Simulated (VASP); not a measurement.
Here is a VASP 6.6.1 calculation.

The input INCAR:

```
SYSTEM = Sn
PREC     = Accurate       ! precision mode
ENCUT    = 500            ! plane-wave cutoff, eV
EDIFF    = 1E-6           ! SCF threshold, eV
ISMEAR   = 0              ! smearing method
SIGMA    = 0.1            ! smearing width, eV
LREAL    = .FALSE.        ! projectors in reciprocal space
LASPH    = .TRUE.         ! aspherical terms in the spheres
NELM     = 120            ! most SCF steps
ALGO     = Normal         ! electronic algorithm
ISIF     = 2              ! what is computed and relaxed
LWAVE    = .FALSE.        ! write WAVECAR
LCHARG   = .TRUE.         ! write CHGCAR
GGA      = CA             ! functional
LELF     = .TRUE.         ! ELF
LVHAR    = .TRUE.       
NBANDS   = 21             ! bands
GGA_COMPAT= .FALSE.
```

The input KPOINTS:

```
regular mesh
0
G
  6 6 6
  0 0 0
```

Contents of POSCAR:

```
Sn
1.0
    0.0000000000      3.2456000000      3.2456000000
    3.2456000000      0.0000000000      3.2456000000
    3.2456000000      3.2456000000      0.0000000000
Sn
2
Direct
    0.5000000000      0.5000000000      0.5000000000
    0.7500000000      0.7500000000      0.7500000000
```

Potentials or basis: VASP PAW LDA potentials, release 64 (Sn_d).

The run is started by

```bash
$ cat potpaw_LDA.64/Sn_d/POTCAR > POTCAR
$ mpirun -np 1 vasp_std > vasp.out
```

(1) Predict the pressure.

(2) What does it give for the band gap on the k mesh?

Answers

(1) -0.3 GPa.

(2) zero (band 14 reaches 5.45 eV, above the bottom of band 15 at 5.26 eV).

Caveat: spin-orbit coupling is left out, which moves the levels of the heavy elements.
